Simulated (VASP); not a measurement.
# Mg (I4/mmm) in VASP: a series of runs

The runs below take Mg through relaxation of cell and atoms, single point, with r2SCAN.

Everything below comes from runs of VASP 6.6.1. Logs are shortened: lines on timing, memory, paths and dates and some standing lists are left out, and cuts for length are marked.

### 1 The cell of the first run

The structure is tetragonal, space group I4/mmm (No. 139). The conventional cell has a = 3.672 Å, b = 3.672 Å, c = 3.359 Å, α = 90.00°, β = 90.00°, γ = 90.00°. Within 4.1 Å of Mg (site symmetry 4/mmm) lie 14 Mg at 3.09 to 3.67 Å.

### 2 Relaxation of cell and atoms, r2SCAN

File POSCAR:

```
Mg
1.0
   -1.8359916300      1.8359916300      1.6794040200
    1.8359916300     -1.8359916300      1.6794040200
    1.8359916300      1.8359916300     -1.6794040200
Mg
1
Direct
    0.0000000000      0.0000000000      0.0000000000
```

File INCAR.step1:

```
SYSTEM = Mg
PREC = Accurate
ENCUT = 600
ISMEAR = 0
SIGMA = 0.1
LREAL = .FALSE.
LASPH = .TRUE.
NELM = 100
GGA = PE
ALGO = Normal
EDIFF = 1E-4
LWAVE = .TRUE.
LCHARG = .FALSE.
```

File INCAR.step2:

```
SYSTEM = Mg
PREC = Accurate
ENCUT = 600
EDIFF = 1E-6
ISMEAR = 0
SIGMA = 0.1
LREAL = .FALSE.
LASPH = .TRUE.
NELM = 100
ALGO = Normal
ISIF = 3
LWAVE = .FALSE.
LCHARG = .FALSE.
METAGGA = R2SCAN
LMIXTAU = .TRUE.
IBRION = 2
NSW = 100
EDIFFG = -0.005
ISTART = 1
```

File KPOINTS:

```
regular mesh
0
G
  16 16 16
  0 0 0
```

Potentials or basis: VASP PAW PBE potentials, release 64 (Mg).

The run is started by

```
cat potpaw_PBE.64/Mg/POTCAR > POTCAR
cp INCAR.step1 INCAR
mpirun -np 1 vasp_std > vasp.out
cp INCAR.step2 INCAR
mpirun -np 1 vasp_std > vasp.out
```

OUTCAR:

```text
SYSTEM = Mg
   PREC = Accurate
   ENCUT = 600
   EDIFF = 1E-6
   ISMEAR = 0
   LREAL = .FALSE.
   LASPH = .TRUE.
   NELM = 100
   ISIF = 3
   METAGGA = R2SCAN
   IBRION = 2
   NSW = 100
   EDIFFG = -0.005
   ISTART = 1

 ion  position               nearest neighbor table
   1  0.000  0.000  0.000-

  LATTYP: Found a body centered tetragonal cell.
 ALAT       =     3.6719832600
 C/A-ratio  =     0.9147122419

  Lattice vectors:

 A1 = (  -1.8359916300,   1.8359916300,   1.6794040200)
 A2 = (   1.8359916300,  -1.8359916300,   1.6794040200)
 A3 = (   1.8359916300,   1.8359916300,  -1.6794040200)

Analysis of symmetry for initial positions (statically):
=====================================================================
 Subroutine PRICEL returns:
 Original cell was already a primitive cell.

 Routine SETGRP: Setting up the symmetry group for a
 body centered tetragonal supercell.

 Subroutine GETGRP returns: Found 16 space group operations
 (whereof 16 operations were pure point group operations)
 out of a pool of 16 trial point group operations.

The static configuration has the point symmetry D_4h.

Analysis of symmetry for dynamics (positions and initial velocities):
=====================================================================
 Subroutine PRICEL returns:
 Original cell was already a primitive cell.

 Routine SETGRP: Setting up the symmetry group for a
 body centered tetragonal supercell.

 Subroutine GETGRP returns: Found 16 space group operations
 (whereof 16 operations were pure point group operations)
 out of a pool of 16 trial point group operations.

The dynamic configuration has the point symmetry D_4h.

 Subroutine INISYM returns: Found 16 space group operations
 (whereof 16 operations are pure point group operations),
 and found     1 'primitive' translations

----------------------------------------------------------------------------------------

                                     Primitive cell

  volume of cell :      22.6442

  direct lattice vectors                    reciprocal lattice vectors
    -1.835991630  1.835991630  1.679404020     0.000000000  0.272332396  0.297724665
     1.835991630 -1.835991630  1.679404020     0.272332396  0.000000000  0.297724665
     1.835991630  1.835991630 -1.679404020     0.272332396  0.272332396  0.000000000

  length of vectors
     3.092269133  3.092269133  3.092269133     0.403490905  0.403490905  0.385136168

  position of ions in fractional coordinates (direct lattice)
     0.000000000  0.000000000  0.000000000

  ion indices of the primitive-cell ions
   primitive index   ion index
                 1           1

----------------------------------------------------------------------------------------

 KPOINTS: regular mesh

Automatic generation of k-mesh.
 Grid dimensions read from file:
 generate k-points for:   16   16   16

 Generating k-lattice:

  Cartesian coordinates                     Fractional coordinates (reciprocal lattice)
     0.000000000  0.017020775  0.018607792     0.062500000  0.000000000  0.000000000
     0.017020775  0.000000000  0.018607792     0.000000000  0.062500000  0.000000000
     0.017020775  0.017020775  0.000000000     0.000000000  0.000000000  0.062500000

  Length of vectors
     0.025218182  0.025218182  0.024071011

  Shift w.r.t. Gamma in fractional coordinates (k-lattice)
     0.000000000  0.000000000  0.000000000

 Subroutine IBZKPT returns following result:
 ===========================================

 Found    349 irreducible k-points:

 Following reciprocal coordinates:
            Coordinates               Weight
  0.000000  0.000000  0.000000      1.000000
  0.062500 -0.000000  0.000000      8.000000
  0.125000 -0.000000  0.000000      8.000000
  0.187500  0.000000  0.000000      8.000000
  0.250000 -0.000000  0.000000      8.000000
  0.312500 -0.000000  0.000000      8.000000
[... 16 lines left out ...]
 -0.125000  0.062500 -0.000000     16.000000
 -0.062500  0.062500  0.000000      4.000000
 [... further k-points ...]
   k-points           NKPTS =    349   k-points in BZ     NKDIM =    349   number of bands    NBANDS=      5
   number of dos      NEDOS =    301   number of ions     NIONS =      1
   total plane-waves  NPLWV =  21952
   dimension x,y,z NGX =    28 NGY =   28 NGZ =   28
   dimension x,y,z NGXF=    56 NGYF=   56 NGZF=   56
   ions per type =               1
   NGX,Y,Z   is equivalent  to a cutoff of  15.05, 15.05, 15.05 a.u.
   NGXF,Y,Z  is equivalent  to a cutoff of  30.11, 30.11, 30.11 a.u.
 SYSTEM =  Mg
   PREC   = accura    normal or accurate (medium, high low for compatibility)
   ISTART =      1    job   : 0-new  1-cont  2-samecut
   ICHARG =      0    charge: 1-file 2-atom 10-const
   ISPIN  =      1    spin polarized calculation?
   LNONCOLLINEAR =      F non collinear calculations
   LSORBIT =      F    spin-orbit coupling
   LASPH  =      T    aspherical Exc in radial PAW
   ENCUT  =  600.0 eV  44.10 Ry    6.64 a.u.   6.18  6.18  6.18*2*pi/ulx,y,z
   NELM   =    100;   NELMIN=  2; NELMDL=  0     # of ELM steps
   EDIFF  = 0.1E-05   stopping-criterion for ELM
   LREAL  =      F    real-space projection
   EDIFFG = -.5E-02   stopping-criterion for IOM
   NSW    =    100    number of steps for IOM
   IBRION =      2    ionic relax: 0-MD 1-quasi-New 2-CG
   NFREE  =      1    steps in history (QN), initial steepest desc. (CG)
   ISIF   =      3    stress and relaxation
   ISYM   =      2    0-nonsym 1-usesym 2-fastsym
   POTIM  = 0.5000    time-step for ionic-motion
   TEBEG  =    0.0;   TEEND  =   0.0 temperature during run
   PSTRESS=    0.0 pullay stress
   NELECT =       2.0000    total number of electrons
   NUPDOWN=      -1.0000    fix difference up-down
   EMIN   =  10.00;   EMAX   =-10.00  energy-range for DOS
   EFERMI =   0.00;   METHOD = LEGACY
   ISMEAR =     0;   SIGMA  =   0.10  broadening in eV -4-tet -1-fermi 0-gaus
   EFERMI_NEDOS =   21; number of points for ismear=-14 and -15
   IALGO  =     38    algorithm
   IMIX   =      4    mixing-type and parameters
     AMIX     =   0.40;   BMIX     =  1.00
     AMIX_MAG =   1.60;   BMIX_MAG =  1.00
  volume/ion in A,a.u.               =      22.64       152.81
  Fermi-wavevector in a.u.,A,eV,Ry     =   0.729065  1.377732  7.231974  0.531535
  Thomas-Fermi vector in A             =   1.820694
   LORBIT       =      0    0 simple, 1 ext, 2 COOP (PROOUT), +10 PAW based schemes
   METAGGA = R2SCAN    functional components
   LHFCALC =     F    Hartree Fock is set to
   AEXX    =    0.0000 exact exchange contribution
   IVDW    =     0    specifies the selected vdW correction
   LEPSILON=     F    determine dielectric tensor
   LRPA    =     F    only Hartree local field effects (RPA)
 conjugate gradient relaxation of ions
 non-spin polarized calculation
 Gauss-broadening in eV      SIGMA  =   0.10
  energy-cutoff  :      600.00
  volume of cell :       22.64
 maximum number of plane-waves:       778
 NGX is ok and might be reduce to    28
   NGX = 13   NGY = 13   NGZ = 13

--------------------------------------- Ionic step        1  -------------------------------------------

 number of electron       2.0000000 magnetization

 Free energy of the ion-electron system (eV)
  ---------------------------------------------------
  ext. energy  EPLUGINS =         0.00000000
  ---------------------------------------------------
  free energy    TOTEN  =        -4.11982628 eV

  energy without entropy =       -4.11811975  energy(sigma->0) =       -4.11897302

------------------------ aborting loop because EDIFF is reached ----------------------------------------

  FORCE on cell =-STRESS in cart. coord.  units (eV):
  Direction    XX          YY          ZZ          XY          YZ          ZX
  --------------------------------------------------------------------------------------
  -------------------------------------------------------------------------------------
  Total       -0.0933349     -0.0933349      0.0242570      0.0000000     -0.0000000      0.0000000
  in kB       -6.6038639     -6.6038639      1.7162916      0.0000000     -0.0000000      0.0000000
  external PRESSURE =      -3.8304787 kB  Pullay stress =       0.0000000 kB
[... 195 lines left out ...]
  energy  without entropy=       -4.1194174642  energy(sigma->0) =       -4.12022264

--------------------------------------- Ionic step        7  -------------------------------------------

 number of electron       2.0000000 magnetization

 Free energy of the ion-electron system (eV)
  ---------------------------------------------------
  ext. energy  EPLUGINS =         0.00000000
  ---------------------------------------------------
  free energy    TOTEN  =        -4.12103099 eV

  energy without entropy =       -4.11938865  energy(sigma->0) =       -4.12020982

 E-fermi :   2.8332     XC(G=0):  -9.1165

 val. band max:        2.8255371427   @ k =  -0.3750  -0.3750   0.3125
 cond. band min:       2.8465149114   @ k =   0.3125   0.2500   0.1250
 fundamental gap:      0.0209777687
 Fermi energy:         2.8332379726

 k-point     1 :       0.0000    0.0000    0.0000
  band No.  band energies     occupation
      1      -4.7183      2.00000
      2      15.9519      0.00000
      3      17.3890      0.00000
      4      17.3890      0.00000
      5      18.2551      0.00000

 k-point     2 :       0.0625   -0.0000    0.0000
  band No.  band energies     occupation
      1      -4.6165      2.00000
      2      15.4925      0.00000
      3      16.1622      0.00000
      4      16.8242      0.00000
      5      17.3888      0.00000
[... 169 lines left out ...]
 k-point    24 :      -0.0625    0.0625    0.0000
  band No.  band energies     occupation
      1      -4.6230      2.00000
      2      14.8406      0.00000
      3      16.9273      0.00000
      4      17.0090      0.00000
      5      17.4925      0.00000

 [... further k-points ...]

------------------------ aborting loop because EDIFF is reached ----------------------------------------

  FORCE on cell =-STRESS in cart. coord.  units (eV):
  Direction    XX          YY          ZZ          XY          YZ          ZX
  --------------------------------------------------------------------------------------
  -------------------------------------------------------------------------------------
  Total       -0.0037113     -0.0037113     -0.0010885      0.0000000     -0.0000000      0.0000000
  in kB       -0.2652416     -0.2652416     -0.0777895      0.0000000     -0.0000000      0.0000000
  external PRESSURE =      -0.2027576 kB  Pullay stress =       0.0000000 kB
[... 16 lines left out ...]
  FREE ENERGIE OF THE ION-ELECTRON SYSTEM (eV)
  ---------------------------------------------------
  free  energy   TOTEN  =        -4.1210309862 eV

  energy  without entropy=       -4.1193886451  energy(sigma->0) =       -4.12020982

 reached required accuracy - stopping structural energy minimisation
```

Run time: 6 min. Hardware: 1 thread of Intel Xeon Platinum 8488C (Sapphire Rapids), shared host; peak memory 0.22 GiB.

What came out:

```yaml
Free_energy: -4.1210 eV
Relaxed_volume: 22.42 Å³/atom
Relaxed_cell: a = 3.079 Å, b = 3.079 Å, c = 3.079 Å, α = 107.78°, β = 107.78°, γ = 112.91°
Space_group_after_relaxing_to_0.05_Å: I4/mmm (No. 139)
Energy_gained_by_relaxing: 1.2 meV/atom
Ionic_steps: 7
Pressure_after_relaxing: 0.0 GPa
Band_gap_on_the_k_mesh: zero (band 1 reaches 6.46 eV, above the bottom of band 2 at 1.62 eV)
```

Step by step:
```csv
step,energy change (eV),largest force (eV/Å),pressure (GPa),volume (Å³)
1,0.0000,0.0000,-0.38,22.64
2,-0.0007,0.0000,-0.07,22.47
3,-0.0009,0.0000,0.17,22.32
4,-0.0009,0.0000,0.22,22.29
5,-0.0011,0.0000,0.12,22.35
6,-0.0012,0.0000,0.00,22.41
7,-0.0012,0.0000,-0.02,22.42
```

Final structure:
```xyz
1
Lattice="-1.8148 1.8148 1.7017 1.8148 -1.8148 1.7017 1.8148 1.8148 -1.7017" Properties=species:S:1:pos:R:3 pbc="T T T"
Mg    0.0000    0.0000    0.0000
```

Caveat: the PAW data sets were made with another functional, which shifts forces and pressure a little.

[end of part 1 of 2]
